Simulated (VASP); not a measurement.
# AgI (F-43m) in VASP: further runs, part 3 of 3

VASP 6.6.1. The steps go on from the part before.

### Step 5. Relaxation of cell and atoms, r2SCAN, target pressure 2 GPa, at which the enthalpy is minimised

This run uses another cell than the first one, of 35.57 Å³/atom, 0.918 times its volume.

The input, POSCAR:

```
AgI
1.0
    3.2886582602      3.2886582602      0.0000000000
   -3.2886582602      3.2886582602      0.0000000000
    0.0000000000      3.2886582602      3.2886582602
Ag I
1 1
Direct
    0.0000000000      0.0000000000      0.0000000000
    0.7500000000      0.2500000000      0.5000000000
```

The input, INCAR.step1:

```
PREC = Accurate
ENCUT = 550
ISMEAR = 0
SIGMA = 0.01
LREAL = F
LASPH = T
NELM = 120
GGA = PE
ALGO = Normal
EDIFF = 1E-5
LWAVE = T
LCHARG = F
GGA_COMPAT = F
IBRION = 2
ISIF = 3
EDIFFG = -0.005
NELMIN = 4
NSW = 100
```

The input, INCAR.step2:

```
PREC = Accurate
ENCUT = 550
EDIFF = 1E-7
ISMEAR = 0
SIGMA = 0.01
LREAL = F
LASPH = T
NELM = 120
ALGO = Normal
ISIF = 3
LWAVE = F
LCHARG = F
METAGGA = R2SCAN
LMIXTAU = T
IBRION = 2
NSW = 100
EDIFFG = -0.002
PSTRESS = 20.0
ISTART = 1
GGA_COMPAT = F
NELMIN = 4
```

The input, KPOINTS:

```
Automatic mesh
0
Gamma
  6 6 6
```

Command:

```
cat potpaw_PBE.64/Ag/POTCAR potpaw_PBE.64/I/POTCAR > POTCAR
cp INCAR.step1 INCAR
mpirun -np 1 vasp_std > vasp.out
cp INCAR.step2 INCAR
mpirun -np 1 vasp_std > vasp.out
```

Run time: 2 min. Hardware: 1 thread of Intel Xeon 6975P-C (Granite Rapids), shared host; peak memory 0.23 GiB.

Results (log left out):

```yaml
Free_energy: -46.5017 eV
Relaxed_volume: 33.42 Å³/atom
Relaxed_cell: a = 4.555 Å, b = 4.555 Å, c = 4.555 Å, α = 60.00°, β = 60.00°, γ = 90.00°
Space_group_after_relaxing_to_0.05_Å: F-43m (No. 216)
Energy_change_on_relaxing_the_enthalpy_is_what_falls: +11.7 meV/atom
Ionic_steps: 3
Pressure_after_relaxing: 2.0 GPa
Band_gap_on_the_k_mesh: 1.79 eV, direct
```

The path:
```
step  energy change (eV)  largest force (eV/Å)  pressure (GPa)  volume (Å³)
   1              0.0000                0.0000           -0.11        71.14
   2              0.0291                0.0000            2.26        66.41
   3              0.0235                0.0000            2.01        66.84
```

Final structure:
```xyz
2
Lattice="3.2211 3.2211 0.0000 -3.2211 3.2211 0.0000 0.0000 3.2211 3.2211" Properties=species:S:1:pos:R:3 pbc="T T T"
Ag    0.0000    0.0000    0.0000
I     1.6105    4.8316    1.6105
```

Levels at points of the mesh, in eV from the valence-band top:
| k point | band 7 | band 8 | band 9 | band 10 | band 11 | band 12 |
| --- | --- | --- | --- | --- | --- | --- |
| (0.00, 0.00, 0.00) | 0.00 | 0.00 | 0.00 | 1.79 | 6.19 | 6.19 |
| (0.50, 0.00, 0.00) | -3.06 | -0.77 | -0.77 | 3.19 | 6.62 | 6.62 |
| (0.50, 0.50, 0.00) | -2.69 | -1.91 | -1.91 | 3.81 | 4.19 | 9.09 |

Caveat: the cell is relaxed towards a set pressure, so the enthalpy falls and the energy may rise; the PAW data sets were made with another functional, which shifts forces and pressure a little; spin-orbit coupling is left out, which moves the levels of the heavy elements. r2SCAN opens gaps a little over a GGA but as a rule still falls short of measured ones.

### Step 6. Relaxation of cell and atoms, r2SCAN, target pressure 4 GPa, at which the enthalpy is minimised

This run uses another cell than the first one, of 35.57 Å³/atom, 0.918 times its volume.

POSCAR is that of step 5.

The input, INCAR.step1:

```
PREC     = Accurate       # precision mode
ENCUT    = 550            # plane-wave cutoff, eV
ISMEAR   = 0              # smearing method
SIGMA    = 0.01           # smearing width, eV
LREAL    = False          # projectors in reciprocal space
LASPH    = True           # aspherical terms in the spheres
NELM     = 120            # most SCF steps
GGA      = PE             # functional
ALGO     = Normal         # electronic algorithm
EDIFF    = 1E-5           # SCF threshold, eV
LWAVE    = True           # write WAVECAR
LCHARG   = False          # write CHGCAR
GGA_COMPAT= False        
IBRION   = 2              # ionic algorithm
ISIF     = 3              # what is computed and relaxed
EDIFFG   = -0.005         # ionic threshold
NELMIN   = 4            
NSW      = 100            # ionic steps
```

The input, INCAR.step2:

```
PREC     = Accurate       # precision mode
ENCUT    = 550            # plane-wave cutoff, eV
EDIFF    = 1E-7           # SCF threshold, eV
ISMEAR   = 0              # smearing method
SIGMA    = 0.01           # smearing width, eV
LREAL    = False          # projectors in reciprocal space
LASPH    = True           # aspherical terms in the spheres
NELM     = 120            # most SCF steps
ALGO     = Normal         # electronic algorithm
ISIF     = 3              # what is computed and relaxed
LWAVE    = False          # write WAVECAR
LCHARG   = False          # write CHGCAR
METAGGA  = R2SCAN         # meta-GGA
LMIXTAU  = True         
IBRION   = 2              # ionic algorithm
NSW      = 100            # ionic steps
EDIFFG   = -0.002         # ionic threshold
PSTRESS  = 40.0         
ISTART   = 1            
GGA_COMPAT= False        
NELMIN   = 4
```

KPOINTS is that of step 5.

Potentials or basis: VASP PAW PBE potentials, release 64 (Ag, I).

Command:

```
cat potpaw_PBE.64/Ag/POTCAR potpaw_PBE.64/I/POTCAR > POTCAR
cp INCAR.step1 INCAR
mpirun -np 1 vasp_std > vasp.out
cp INCAR.step2 INCAR
mpirun -np 1 vasp_std > vasp.out
```

It took 1.9 min on 1 thread of Intel Xeon 6975P-C (Granite Rapids), shared host; peak memory 0.23 GiB.

It converged, with:

```
Free energy                                            : -46.4472 eV
Relaxed volume                                         : 31.94 Å³/atom
Relaxed cell                                           : a = 4.487 Å, b = 4.487 Å, c = 4.487 Å, α = 60.00°, β = 60.00°, γ = 90.00°
Space group after relaxing (to 0.05 Å)                 : F-43m (No. 216)
Energy change on relaxing (the enthalpy is what falls) : +39.0 meV/atom
Ionic steps                                            : 3
Pressure after relaxing                                : 4.0 GPa
Band gap on the k mesh                                 : 1.80 eV, direct
```

Step by step:
```
step  energy change (eV)  largest force (eV/Å)  pressure (GPa)  volume (Å³)
   1              0.0000                0.0000           -0.11        71.14
   2              0.1294                0.0000            5.47        62.14
   3              0.0780                0.0000            4.01        63.89
```

Final structure:
```cif
data_structure
_symmetry_space_group_name_H-M 'P 1'
_symmetry_Int_Tables_number 1
_cell_length_a 4.4872
_cell_length_b 4.4872
_cell_length_c 4.4872
_cell_angle_alpha 60.000
_cell_angle_beta 60.000
_cell_angle_gamma 90.000
_cell_volume 63.89
loop_
_atom_site_label
_atom_site_type_symbol
_atom_site_fract_x
_atom_site_fract_y
_atom_site_fract_z
_atom_site_occupancy
Ag1 Ag 0.00000 0.00000 0.00000 1
I1 I 0.75000 0.25000 0.50000 1
```

Levels at points of the mesh, in eV from the valence-band top:
```
           k point  band 7  band 8  band 9  band 10  band 11  band 12
(0.00, 0.00, 0.00)    0.00    0.00    0.00     1.80     6.09     6.09
(0.50, 0.00, 0.00)   -3.27   -0.84   -0.84     3.15     6.55     6.55
(0.50, 0.50, 0.00)   -2.89   -2.08   -2.08     3.69     4.14     9.28
```

Caveat: the cell is relaxed towards a set pressure, so the enthalpy falls and the energy may rise; the PAW data sets were made with another functional, which shifts forces and pressure a little; spin-orbit coupling is left out, which moves the levels of the heavy elements. r2SCAN opens gaps a little over a GGA but as a rule still falls short of measured ones.

### Step 7. Overview

| task | cell | gap on the mesh (eV) | pressure (GPa) |
| --- | --- | --- | --- |
| single point | a = 4.786 Å, angles 60.0, 60.0, 90.0°, 2 atoms | 1.80 | -2.1 |
| relaxation of cell and atoms | relaxed to -2 GPa from a = 4.651 Å, angles 60.0, 60.0, 90.0°, 2 atoms | 1.80 | -2.0 |
| relaxation of cell and atoms | relaxed to 2 GPa from a = 4.651 Å, angles 60.0, 60.0, 90.0°, 2 atoms | 1.79 | 2.0 |
| relaxation of cell and atoms | relaxed to 4 GPa from a = 4.651 Å, angles 60.0, 60.0, 90.0°, 2 atoms | 1.80 | 4.0 |

Alike in all rows: level r2SCAN; potentials or basis VASP PAW PBE potentials, release 64 (Ag, I); no spin polarisation; k mesh 6 × 6 × 6; cutoff (eV) 550; smearing gaussian 0.01 eV.

Caveats: the PAW data sets were made with another functional, which shifts forces and pressure a little; spin-orbit coupling is left out, which moves the levels of the heavy elements; the cell is relaxed towards a set pressure, so the enthalpy falls and the energy may rise (some runs).

Total energies depend on the potentials used, so only differences within one code and one set of settings carry meaning.
